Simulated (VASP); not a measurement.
Set up this calculation in VASP 6.6.1, as the native input.

| Property | Result |
| --- | --- |
| Task | single point |
| Functional | RPBE |
| Potentials or basis | VASP PAW PBE potentials, release 64 (Se) |
| Cutoff | 520 eV |
| k mesh | 9 × 9 × 9 |
| Occupations | fermi-dirac, width 0.1 eV |
| Spin | no spin polarisation |
| Dipole correction | no |
| Further INCAR settings | ALGO = Normal; EDIFF = 1e-06; NBANDS = 13 |

The structure of Se lies in POSCAR:

```
Se
1.0
    0.0000000000      3.2068561152      3.2068561152
    3.2068561152      0.0000000000      3.2068561152
    3.2068561152      3.2068561152      0.0000000000
Se
2
Direct
    0.1250000000      0.1250000000      0.1250000000
    0.8750000000      0.8750000000      0.8750000000
```

The input as run:

INCAR

```
  ALGO = Normal
  EDIFF = 1E-6
  ENCUT = 520
  GGA = RP
  ISIF = 2
  ISMEAR = -1
  LASPH = True
  LCHARG = False
  LREAL = False
  LWAVE = False
  NBANDS = 13
  NELM = 80
  PREC = Accurate
  SIGMA = 0.1
```

KPOINTS

```
k-points
0
Gamma
  9 9 9
```

Potentials or basis: VASP PAW PBE potentials, release 64 (Se).

Command:

```sh
$ cat potpaw_PBE.64/Se/POTCAR > POTCAR
$ mpirun -np 1 vasp_std > vasp.out
```

Results of the run:

| Item | Value |
| --- | --- |
| Pressure | 0.0 GPa |
| Band gap on the k mesh | zero (band 6 reaches 2.09 eV, above the bottom of band 7 at 1.11 eV) |

Caveat: the PAW data sets were made with another functional, which shifts forces and pressure a little.

It took 22 s on 1 thread of Intel(R) Xeon(R) Platinum 8259CL CPU @ 2.50GHz (Skylake/Cascade Lake), with other jobs on the host, peak memory 0.2 GiB.
